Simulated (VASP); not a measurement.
# BeS3 (Pm-3n) in VASP: notebook

BeS3 is run at these levels: PBE; tasks: single point.

All numbers are computed with VASP 6.6.1; they aren't measurements. Logs are shortened: lines on timing, memory, paths and dates and some standing lists are left out, and cuts for length are marked.

## 1. The cell of the first run

It takes space group Pm-3n (No. 223, cubic). The conventional cell has a = 4.891 Å, b = 4.891 Å, c = 4.891 Å, α = 90.00°, β = 90.00°, γ = 90.00°. Be (site symmetry m-3) has 12 S at 2.73 Å within 3.6 Å. S (site symmetry -4m2) has 10 S at 2.45 to 3.00 Å and 4 Be at 2.73 Å within 3.2 Å.

## 2. Single point, PBE

The input, INCAR:

```
PREC = Accurate
ENCUT = 600
EDIFF = 1E-6
ISMEAR = 0
SIGMA = 0.1
LREAL = F
LASPH = T
NELM = 120
ALGO = Normal
ISIF = 2
LWAVE = F
LCHARG = F
GGA = PE
NBANDS = 30
GGA_COMPAT = F
```

The input, KPOINTS:

```
regular mesh
0
Gamma
  4 4 4
```

The input, POSCAR:

```
BeS3
1.0
    4.8908584056      0.0000000000      0.0000000000
    0.0000000000      4.8908584056      0.0000000000
    0.0000000000      0.0000000000      4.8908584056
Be S
2 6
Direct
    0.0000000000      0.0000000000      0.0000000000
    0.5000000000      0.5000000000      0.5000000000
    0.0000000000      0.5000000000      0.2500000000
    0.0000000000      0.5000000000      0.7500000000
    0.2500000000      0.0000000000      0.5000000000
    0.7500000000      0.0000000000      0.5000000000
    0.5000000000      0.7500000000      0.0000000000
    0.5000000000      0.2500000000      0.0000000000
```

Potentials or basis: VASP PAW PBE potentials, release 64 (Be, S).

Launch:

```
cat potpaw_PBE.64/Be/POTCAR potpaw_PBE.64/S/POTCAR > POTCAR
mpirun -np 1 vasp_std > vasp.out
```

OUTCAR:

```text
PREC = Accurate
   ENCUT = 600
   EDIFF = 1E-6
   ISMEAR = 0
   LREAL = F
   LASPH = T
   NELM = 120
   ISIF = 2
   GGA = PE

 ion  position               nearest neighbor table
   1  0.000  0.000  0.000-
   2  0.500  0.500  0.500-
   3  0.000  0.500  0.250-   4 2.45   4 2.45
   4  0.000  0.500  0.750-   3 2.45   3 2.45
   5  0.250  0.000  0.500-   6 2.45   6 2.45
   6  0.750  0.000  0.500-   5 2.45   5 2.45
   7  0.500  0.750  0.000-   8 2.45   8 2.45
   8  0.500  0.250  0.000-   7 2.45   7 2.45

  LATTYP: Found a simple cubic cell.
 ALAT       =     4.8908584056

  Lattice vectors:

 A1 = (   4.8908584056,   0.0000000000,   0.0000000000)
 A2 = (   0.0000000000,   4.8908584056,   0.0000000000)
 A3 = (   0.0000000000,   0.0000000000,   4.8908584056)

Analysis of symmetry for initial positions (statically):
=====================================================================
 Subroutine PRICEL returns:
 Original cell was already a primitive cell.

 Routine SETGRP: Setting up the symmetry group for a
 simple cubic supercell.

 Subroutine GETGRP returns: Found 48 space group operations
 (whereof 24 operations were pure point group operations)
 out of a pool of 48 trial point group operations.

The static configuration has the point symmetry T_h .
 The point group associated with its full space group is O_h .

Analysis of symmetry for dynamics (positions and initial velocities):
=====================================================================
 Subroutine PRICEL returns:
 Original cell was already a primitive cell.

 Routine SETGRP: Setting up the symmetry group for a
 simple cubic supercell.

 Subroutine GETGRP returns: Found 48 space group operations
 (whereof 24 operations were pure point group operations)
 out of a pool of 48 trial point group operations.

The dynamic configuration has the point symmetry T_h .
 The point group associated with its full space group is O_h .

 Subroutine INISYM returns: Found 48 space group operations
 (whereof 24 operations are pure point group operations),
 and found     1 'primitive' translations

----------------------------------------------------------------------------------------

                                     Primitive cell

[... 89 lines left out ...]
   EDIFFG = 0.1E-04   stopping-criterion for IOM
   NSW    =      0    number of steps for IOM
   IBRION =     -1    ionic relax: 0-MD 1-quasi-New 2-CG
   NFREE  =      0    steps in history (QN), initial steepest desc. (CG)
   ISIF   =      2    stress and relaxation
   ISYM   =      2    0-nonsym 1-usesym 2-fastsym
   POTIM  = 0.5000    time-step for ionic-motion
   TEBEG  =    0.0;   TEEND  =   0.0 temperature during run
   PSTRESS=    0.0 pullay stress
   NELECT =      40.0000    total number of electrons
   NUPDOWN=      -1.0000    fix difference up-down
   EMIN   =  10.00;   EMAX   =-10.00  energy-range for DOS
   EFERMI =   0.00;   METHOD = LEGACY
   ISMEAR =     0;   SIGMA  =   0.10  broadening in eV -4-tet -1-fermi 0-gaus
   EFERMI_NEDOS =   21; number of points for ismear=-14 and -15
   IALGO  =     38    algorithm
   IMIX   =      4    mixing-type and parameters
     AMIX     =   0.40;   BMIX     =  1.00
     AMIX_MAG =   1.60;   BMIX_MAG =  1.00
  volume/ion in A,a.u.               =      14.62        98.69
  Fermi-wavevector in a.u.,A,eV,Ry     =   1.144748  2.163259 17.829715  1.310447
  Thomas-Fermi vector in A             =   2.281438
   LORBIT       =      0    0 simple, 1 ext, 2 COOP (PROOUT), +10 PAW based schemes
   GGA     = PE    functional components
   LHFCALC =     F    Hartree Fock is set to
   AEXX    =    0.0000 exact exchange contribution
   IVDW    =     0    specifies the selected vdW correction
   LEPSILON=     F    determine dielectric tensor
   LRPA    =     F    only Hartree local field effects (RPA)
 non-spin polarized calculation
 Gauss-broadening in eV      SIGMA  =   0.10
  energy-cutoff  :      600.00
  volume of cell :      116.99
 maximum number of plane-waves:      3948
 NGX is ok and might be reduce to    40
   NGX = 19   NGY = 19   NGZ = 19

 number of electron      40.0000008 magnetization

 Free energy of the ion-electron system (eV)
  ---------------------------------------------------
  ext. energy  EPLUGINS =         0.00000000
  ---------------------------------------------------
  free energy    TOTEN  =       -25.42722420 eV

  energy without entropy =      -25.39995532  energy(sigma->0) =      -25.41358976

 E-fermi :   7.1869     XC(G=0): -10.8048

 val. band max:        7.1357400609   @ k =   0.5000   0.2500   0.0000
 cond. band min:       7.2105596195   @ k =   0.0000   0.0000   0.0000
 fundamental gap:      0.0748195585
 Fermi energy:         7.1869317483

 k-point     1 :       0.0000    0.0000    0.0000
  band No.  band energies     occupation
      1      -9.3112      2.00000
      2      -6.4250      2.00000
      3      -6.4250      2.00000
      4      -3.8541      2.00000
      5      -3.8541      2.00000
      6      -3.8541      2.00000
[... 319 lines left out ...]
     29      11.0019      0.00000
     30      11.0019      0.00000

------------------------ aborting loop because EDIFF is reached ----------------------------------------

  FORCE on cell =-STRESS in cart. coord.  units (eV):
  Direction    XX          YY          ZZ          XY          YZ          ZX
  --------------------------------------------------------------------------------------
  -------------------------------------------------------------------------------------
  Total       -0.3407885     -0.3407885     -0.3407885     -0.0000000      0.0000000      0.0000000
  in kB       -4.6670258     -4.6670258     -4.6670258     -0.0000000      0.0000000      0.0000000
  external PRESSURE =      -4.6670258 kB  Pullay stress =       0.0000000 kB

 VOLUME and BASIS-vectors are now :
 -----------------------------------------------------------------------------
  energy-cutoff  :      600.00
  volume of cell :      116.99
      direct lattice vectors                 reciprocal lattice vectors
     4.890858406  0.000000000  0.000000000     0.204463085  0.000000000  0.000000000
     0.000000000  4.890858406  0.000000000     0.000000000  0.204463085  0.000000000
     0.000000000  0.000000000  4.890858406     0.000000000  0.000000000  0.204463085

 POSITION                                       TOTAL-FORCE (eV/Angst)
 -----------------------------------------------------------------------------------
      0.00000      0.00000      0.00000        -0.000000      0.000000     -0.000000
      2.44543      2.44543      2.44543        -0.000000      0.000000     -0.000000
      0.00000      2.44543      1.22271        -0.000000      0.000000     -0.000000
      0.00000      2.44543      3.66814        -0.000000      0.000000      0.000000
      1.22271      0.00000      2.44543         0.000000      0.000000     -0.000000
      3.66814      0.00000      2.44543         0.000000      0.000000     -0.000000
      2.44543      3.66814      0.00000        -0.000000      0.000000     -0.000000
      2.44543      1.22271      0.00000        -0.000000     -0.000000     -0.000000
 -----------------------------------------------------------------------------------
    total drift:                                0.000000     -0.000000      0.000000

  FREE ENERGIE OF THE ION-ELECTRON SYSTEM (eV)
  ---------------------------------------------------
  free  energy   TOTEN  =       -25.4272241996 eV

  energy  without entropy=      -25.3999553228  energy(sigma->0) =      -25.41358976
```

OSZICAR:

```text
N       E                     dE             d eps       ncg     rms          rms(c)
DAV:   1     0.197755118839E+03    0.19776E+03   -0.19882E+04   600   0.134E+03
DAV:   2    -0.852522658731E+01   -0.20628E+03   -0.19626E+03   776   0.215E+02
DAV:   3    -0.253555288081E+02   -0.16830E+02   -0.16421E+02   780   0.686E+01
DAV:   4    -0.256961418920E+02   -0.34061E+00   -0.33853E+00   748   0.109E+01
DAV:   5    -0.257043128622E+02   -0.81710E-02   -0.81645E-02   766   0.170E+00    0.214E+01
DAV:   6    -0.254729550909E+02    0.23136E+00   -0.20709E-01   712   0.188E+00    0.130E+01
DAV:   7    -0.254352425225E+02    0.37713E-01   -0.18303E-01   744   0.198E+00    0.573E-01
DAV:   8    -0.254272030510E+02    0.80395E-02   -0.28250E-02   702   0.705E-01    0.812E-02
DAV:   9    -0.254272297080E+02   -0.26657E-04   -0.10342E-03   714   0.177E-01    0.625E-02
DAV:  10    -0.254272265262E+02    0.31818E-05   -0.67695E-05   766   0.410E-02    0.238E-02
DAV:  11    -0.254272241223E+02    0.24039E-05   -0.16964E-05   718   0.183E-02    0.889E-03
DAV:  12    -0.254272241996E+02   -0.77276E-07   -0.15670E-06   556   0.607E-03
   1 F= -.25427224E+02 E0= -.25413590E+02  d E =-.272689E-01
```

stdout:

```text
POSCAR found type information on POSCAR BeS
 POSCAR found :  2 types and       8 ions
 scaLAPACK will be used
 LDA part: xc-table for (Slater+PW92), standard interpolation
 POSCAR, INCAR and KPOINTS ok, starting setup
 FFT: planning ... GRIDC
 FFT: planning ... GRID_SOFT
 FFT: planning ... GRID
 WAVECAR not read
 entering main loop
```

Run time: 42 s. Hardware: 1 thread of Intel Xeon 8259CL, shared host; peak memory 0.24 GiB.

Results:

```
Free energy            : -25.4272 eV
Pressure               : -0.5 GPa
Band gap on the k mesh : zero (bands 20 and 21 overlap by 1.00 eV)
```

Levels at points of the mesh, in eV from the Fermi level:
```
           k point  band 17  band 18  band 19  band 20  band 21  band 22  band 23  band 24
(0.00, 0.00, 0.00)    -2.32    -2.32     0.02     0.02     0.02     0.73     1.09     3.91
(0.50, 0.00, 0.00)    -1.53    -1.53    -1.48    -1.48     0.58     0.58     1.39     1.39
(0.50, 0.50, 0.00)    -1.85    -0.60    -0.52    -0.52     0.66     0.66     1.09     2.93
(0.50, 0.50, 0.50)    -1.12    -1.12    -1.12    -1.12    -0.71    -0.71    -0.71    -0.71
```

## 3. Single point, PBE

This run uses another cell than the first one, of 18.32 Å³/atom.

The input, INCAR:

```
ALGO = Normal
EDIFF = 1E-6
ENCUT = 600
GGA = PE
GGA_COMPAT = F
ISIF = 2
ISMEAR = 0
LASPH = T
LCHARG = F
LREAL = F
LWAVE = F
NBANDS = 30
NELM = 120
PREC = Accurate
SIGMA = 0.1
```

The input, KPOINTS:

```
k-points
0
Gamma
  4 4 4
```

Edit POSCAR of step 2 so:

```diff
@@ -2,5 +2,5 @@
 1.0
-    4.8908584056      0.0000000000      0.0000000000
-    0.0000000000      4.8908584056      0.0000000000
-    0.0000000000      0.0000000000      4.8908584056
+    5.2725569391      0.0000000000      0.0000000000
+    0.0000000000      5.2725569391      0.0000000000
+    0.0000000000      0.0000000000      5.2725569391
 Be S
```

Potentials or basis: VASP PAW PBE potentials, release 64 (Be, S).

Launch:

```
cat potpaw_PBE.64/Be/POTCAR potpaw_PBE.64/S/POTCAR > POTCAR
mpirun -np 1 vasp_std > vasp.out
```

Wall time 60 s (1 thread of Intel Xeon 8259CL, shared host); peak memory 0.26 GiB.

Results (log left out):

```yaml
Free_energy: -24.0650 eV
Pressure: -11.9 GPa
Band_gap_on_the_k_mesh: zero (bands 20 and 21 overlap by 0.67 eV)
```

Levels at points of the mesh, in eV from the Fermi level:
| k point | band 17 | band 18 | band 19 | band 20 | band 21 | band 22 | band 23 | band 24 |
| --- | --- | --- | --- | --- | --- | --- | --- | --- |
| (0.00, 0.00, 0.00) | -1.59 | -1.59 | -0.01 | -0.01 | -0.01 | 0.19 | 0.80 | 3.11 |
| (0.50, 0.00, 0.00) | -1.04 | -1.04 | -0.95 | -0.95 | 0.36 | 0.36 | 1.29 | 1.29 |
| (0.50, 0.50, 0.00) | -1.59 | -0.45 | -0.41 | -0.41 | 0.41 | 0.41 | 0.70 | 2.27 |
| (0.50, 0.50, 0.50) | -0.78 | -0.78 | -0.78 | -0.78 | -0.51 | -0.51 | -0.51 | -0.51 |

Caveat: the cell stands under tension; semilocal functionals underestimate gaps, so a narrow gap can read as zero.
